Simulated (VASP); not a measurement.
# KF (Fm-3m) in VASP: further runs, part 2 of 2

VASP 6.6.1. The steps go on from the part before.

**3. Single point, PBE (volume scaled by 0.91)**

The input, INCAR:

```
PREC = Accurate
ENCUT = 520
EDIFF = 1E-7
ISMEAR = 0
SIGMA = 0.02
LREAL = F
LASPH = T
NELM = 80
ALGO = Normal
ISIF = 2
LWAVE = F
LCHARG = F
GGA = PE
NBANDS = 15
```

The input, KPOINTS:

```
regular mesh
0
Gamma
  8 8 8
```

The input, POSCAR:

```
KF
1.0
    0.0000000000      2.6264893597      2.6264893597
    2.6264893597      0.0000000000      2.6264893597
    2.6264893597      2.6264893597      0.0000000000
K F
1 1
Direct
    0.5000000000      0.5000000000      0.5000000000
    0.0000000000      0.0000000000      0.0000000000
```

Potentials or basis: VASP PAW PBE potentials, release 64 (K_sv, F).

On the command line:

```sh
> cat potpaw_PBE.64/K_sv/POTCAR potpaw_PBE.64/F/POTCAR > POTCAR
> mpirun -np 1 vasp_std > vasp.out
```

OUTCAR:

```text
PREC = Accurate
   ENCUT = 520
   EDIFF = 1E-7
   ISMEAR = 0
   LREAL = F
   LASPH = T
   NELM = 80
   ISIF = 2
   GGA = PE

 ion  position               nearest neighbor table
   1  0.500  0.500  0.500-   2 2.63   2 2.63   2 2.63   2 2.63   2 2.63   2 2.63
   2  0.000  0.000  0.000-   1 2.63   1 2.63   1 2.63   1 2.63   1 2.63   1 2.63

  LATTYP: Found a face centered cubic cell.
 ALAT       =     5.2529787194

  Lattice vectors:

 A1 = (   0.0000000000,   2.6264893597,   2.6264893597)
 A2 = (   2.6264893597,   0.0000000000,   2.6264893597)
 A3 = (   2.6264893597,   2.6264893597,   0.0000000000)

Analysis of symmetry for initial positions (statically):
=====================================================================
 Subroutine PRICEL returns:
 Original cell was already a primitive cell.

 Routine SETGRP: Setting up the symmetry group for a
 face centered cubic supercell.

 Subroutine GETGRP returns: Found 48 space group operations
 (whereof 48 operations were pure point group operations)
 out of a pool of 48 trial point group operations.

The static configuration has the point symmetry O_h .

Analysis of symmetry for dynamics (positions and initial velocities):
=====================================================================
 Subroutine PRICEL returns:
 Original cell was already a primitive cell.

 Routine SETGRP: Setting up the symmetry group for a
 face centered cubic supercell.

 Subroutine GETGRP returns: Found 48 space group operations
 (whereof 48 operations were pure point group operations)
 out of a pool of 48 trial point group operations.

The dynamic configuration has the point symmetry O_h .

 Subroutine INISYM returns: Found 48 space group operations
 (whereof 48 operations are pure point group operations),
 and found     1 'primitive' translations

----------------------------------------------------------------------------------------

                                     Primitive cell

  volume of cell :      36.2374
[... 113 lines left out ...]
   LORBIT       =      0    0 simple, 1 ext, 2 COOP (PROOUT), +10 PAW based schemes
   GGA     = PE    functional components
   LHFCALC =     F    Hartree Fock is set to
   AEXX    =    0.0000 exact exchange contribution
   IVDW    =     0    specifies the selected vdW correction
   LEPSILON=     F    determine dielectric tensor
   LRPA    =     F    only Hartree local field effects (RPA)
 non-spin polarized calculation
 Gauss-broadening in eV      SIGMA  =   0.02
  energy-cutoff  :      520.00
  volume of cell :       36.24
 maximum number of plane-waves:       992
   NGX = 13   NGY = 13   NGZ = 13

 number of electron      16.0000015 magnetization

 Free energy of the ion-electron system (eV)
  ---------------------------------------------------
  ext. energy  EPLUGINS =         0.00000000
  ---------------------------------------------------
  free energy    TOTEN  =        -8.25883714 eV

  energy without entropy =       -8.25883714  energy(sigma->0) =       -8.25883714

 E-fermi :  -2.4668     XC(G=0):  -8.6397

 val. band max:       -2.6602207120   @ k =   0.0000   0.0000   0.0000
 cond. band min:       3.7828802004   @ k =   0.0000   0.0000   0.0000
 fundamental gap:      6.4431009124
 Fermi energy:        -2.4668440108

 k-point     1 :       0.0000    0.0000    0.0000
  band No.  band energies     occupation
      1     -28.6608      2.00000
      2     -21.3442      2.00000
      3     -11.8697      2.00000
      4     -11.8697      2.00000
      5     -11.8697      2.00000
      6      -2.6602      2.00000
      7      -2.6602      2.00000
      8      -2.6602      2.00000
      9       3.7829      0.00000
     10       8.1593      0.00000
     11       8.1593      0.00000
     12       8.1593      0.00000
     13       9.9012      0.00000
     14       9.9012      0.00000
[... 401 lines left out ...]
      2     -21.4344      2.00000
      3     -12.2363      2.00000
      4     -12.1230      2.00000
      5     -11.9501      2.00000
      6      -3.2669      2.00000
      7      -2.9628      2.00000
      8      -2.9291      2.00000
      9       6.9432      0.00000
     10       7.6826      0.00000
     11       9.3140      0.00000
     12      10.3320      0.00000
     13      11.6539      0.00000
     14      12.7905      0.00000
     15      13.1545      0.00000

 [... further k-points ...]
[... 5 lines left out ...]
  --------------------------------------------------------------------------------------
  -------------------------------------------------------------------------------------
  Total        0.7974980      0.7974980      0.7974980      0.0000000     -0.0000000     -0.0000000
  in kB       35.2600745     35.2600745     35.2600745      0.0000000     -0.0000000     -0.0000000
  external PRESSURE =      35.2600745 kB  Pullay stress =       0.0000000 kB

 VOLUME and BASIS-vectors are now :
 -----------------------------------------------------------------------------
  energy-cutoff  :      520.00
  volume of cell :       36.24
      direct lattice vectors                 reciprocal lattice vectors
     0.000000000  2.626489360  2.626489360    -0.190368180  0.190368180  0.190368180
     2.626489360  0.000000000  2.626489360     0.190368180 -0.190368180  0.190368180
     2.626489360  2.626489360  0.000000000     0.190368180  0.190368180 -0.190368180

 POSITION                                       TOTAL-FORCE (eV/Angst)
 -----------------------------------------------------------------------------------
      2.62649      2.62649      2.62649         0.000000      0.000000     -0.000000
      0.00000      0.00000      0.00000        -0.000000     -0.000000      0.000000
 -----------------------------------------------------------------------------------
    total drift:                                0.000000      0.000000      0.000000

  FREE ENERGIE OF THE ION-ELECTRON SYSTEM (eV)
  ---------------------------------------------------
  free  energy   TOTEN  =        -8.2588371405 eV

  energy  without entropy=       -8.2588371405  energy(sigma->0) =       -8.25883714
```

OSZICAR:

```text
N       E                     dE             d eps       ncg     rms          rms(c)
DAV:   1     0.954105293078E+02    0.95411E+02   -0.76179E+03   870   0.101E+03
DAV:   2    -0.503411721260E+01   -0.10044E+03   -0.92489E+02  1159   0.270E+02
DAV:   3    -0.942418279202E+01   -0.43901E+01   -0.43696E+01  1454   0.468E+01
DAV:   4    -0.950965143186E+01   -0.85469E-01   -0.85466E-01  1008   0.442E+00
DAV:   5    -0.951004858977E+01   -0.39716E-03   -0.39716E-03  1230   0.309E-01    0.642E+00
DAV:   6    -0.828586802310E+01    0.12242E+01   -0.34158E+00   898   0.153E+01    0.434E+00
DAV:   7    -0.825984307151E+01    0.26025E-01   -0.66719E-02  1080   0.225E+00    0.245E+00
DAV:   8    -0.825673057639E+01    0.31125E-02   -0.48179E-02   940   0.220E+00    0.191E-01
DAV:   9    -0.825819725742E+01   -0.14667E-02   -0.38795E-03  1129   0.518E-01    0.124E-01
DAV:  10    -0.825872426939E+01   -0.52701E-03   -0.46108E-04   912   0.191E-01    0.572E-02
DAV:  11    -0.825883946176E+01   -0.11519E-03   -0.12209E-04   905   0.952E-02    0.204E-02
DAV:  12    -0.825883709035E+01    0.23714E-05   -0.14195E-05  1102   0.387E-02    0.438E-03
DAV:  13    -0.825883714387E+01   -0.53522E-07   -0.21401E-06   954   0.135E-02    0.237E-03
DAV:  14    -0.825883714045E+01    0.34190E-08   -0.63663E-08   915   0.238E-03
   1 F= -.82588371E+01 E0= -.82588371E+01  d E =-.165356E-44
```

It took 11 s on 1 thread of AMD EPYC 9R45 (Zen 5), shared host; peak memory 0.13 GiB.

Results:

* Free energy: -8.2588 eV
* Pressure: 3.5 GPa
* Band gap on the k mesh: 6.44 eV, direct
